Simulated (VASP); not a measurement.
A run of VASP 6.6.1 is set up as follows.

File INCAR:

```
SYSTEM = Mg
ALGO = Normal
EDIFF = 1E-7
ENCUT = 520
GGA = PS
ISIF = 2
ISMEAR = -1
LASPH = .True.
LCHARG = .False.
LREAL = .False.
LWAVE = .False.
NBANDS = 9
NELM = 60
PREC = Accurate
SIGMA = 0.1
```

File KPOINTS:

```
k-points
0
Gamma
  9 9 9
  0 0 0
```

Contents of POSCAR:

```
Mg
1.0
    0.0000000000      3.2944354980      3.2944354980
    3.2944354980      0.0000000000      3.2944354980
    3.2944354980      3.2944354980      0.0000000000
Mg
2
Direct
    0.1250000000      0.1250000000      0.1250000000
    0.8750000000      0.8750000000      0.8750000000
```

Potentials or basis: VASP PAW PBE potentials, release 64 (Mg).

Command:

```bash
$ cat potpaw_PBE.64/Mg/POTCAR > POTCAR
$ mpirun -np 1 vasp_std > vasp.out
```

**Question.** Estimate the pressure.

**Answer.** 1.2 GPa.

**Question.** Predict the band gap on the k mesh.

**Answer.** Zero (band 2 reaches 3.94 eV, above the bottom of band 3 at -0.16 eV).

Caveat: the PAW data sets were made with another functional, which shifts forces and pressure a little.
